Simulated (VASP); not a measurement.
A run of VASP 6.6.1 is set up as follows.

File INCAR:

```
SYSTEM = Cs
ALGO     = Normal         ! electronic algorithm
EDIFF    = 1E-7           ! SCF threshold, eV
ENCUT    = 520            ! plane-wave cutoff, eV
GGA      = RE             ! functional
ISIF     = 2              ! what is computed and relaxed
ISMEAR   = -1             ! smearing method
LASPH    = .True.         ! aspherical terms in the spheres
LCHARG   = .False.        ! write CHGCAR
LREAL    = .False.        ! projectors in reciprocal space
LWAVE    = .False.        ! write WAVECAR
NBANDS   = 20             ! bands
NELM     = 100            ! most SCF steps
PREC     = Accurate       ! precision mode
SIGMA    = 0.1            ! smearing width, eV
```

KPOINTS

```
k-points
0
Gamma
  5 5 7
  0 0 0
```

File POSCAR:

```
Cs
1.0
    8.7036448775      0.0000000000      0.0000000000
   -4.3518224388      7.5375775694      0.0000000000
    0.0000000000      0.0000000000      5.2272830042
Cs
3
Direct
    0.0000000000      0.0000000000      0.0000000000
    0.3333333333      0.6666666667      0.5000000000
    0.6666666667      0.3333333333      0.5000000000
```

Potentials or basis: VASP PAW PBE potentials, release 64 (Cs_sv).

Launch:

```console
$ cat potpaw_PBE.64/Cs_sv/POTCAR > POTCAR
$ mpirun -np 1 vasp_std > vasp.out
```

Q: What does it give for the band gap on the k mesh?

A: Zero (an odd number of electrons rules out a gap without spin polarisation).

Q: Estimate the pressure.

A: 0.3 GPa.

Caveat: the PAW data sets were made with another functional, which shifts forces and pressure a little; spin-orbit coupling is left out, which moves the levels of the heavy elements.
